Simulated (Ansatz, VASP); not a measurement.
## BiTe: VASP beside Ansatz

```xyz
2
Lattice="2.3992 1.3852 3.1951 -2.3992 1.3852 3.1951 0.0000 -2.7704 3.1951" Properties=species:S:1:pos:R:3 pbc="T T T"
Bi    0.0000    0.0000    4.7927
Te    0.0000    0.0000    0.0000
```

Alike in both runs: functional PBEsol; k mesh 12 × 12 × 12; occupations gaussian, width 0.1 eV; no spin polarisation.

Ansatz relaxed the structure, and its values are those at the end. VASP's run is a single point on that final structure, the one shown.

|  | VASP | Ansatz |
| --- | --- | --- |
| version | VASP 6.6.1 | Ansatz 0.2.0 |
| potentials or method | VASP PAW PBE potentials, release 64 (Bi_d, Te), cutoff 520 eV | scalar-relativistic, plane waves, PAW |
| valence electrons in the cell | 21 | 31 |

```tsv
	VASP	Ansatz	Ansatz less VASP
gap on the k mesh at the Fermi level (eV)	none	none	-
pressure (GPa)	0.0	0.0	+0.01
```

VASP's potentials were made for PBE, not for PBEsol. A gap of «none» marks a metal or a gap that the smearing closes. The functional is the same, so the differences come from potentials, cutoffs and numerics. VASP's potentials hold 21 valence electrons a cell and Ansatz's 31, so a difference there can come from the potentials and not from the codes.

Spin-orbit coupling is off throughout.
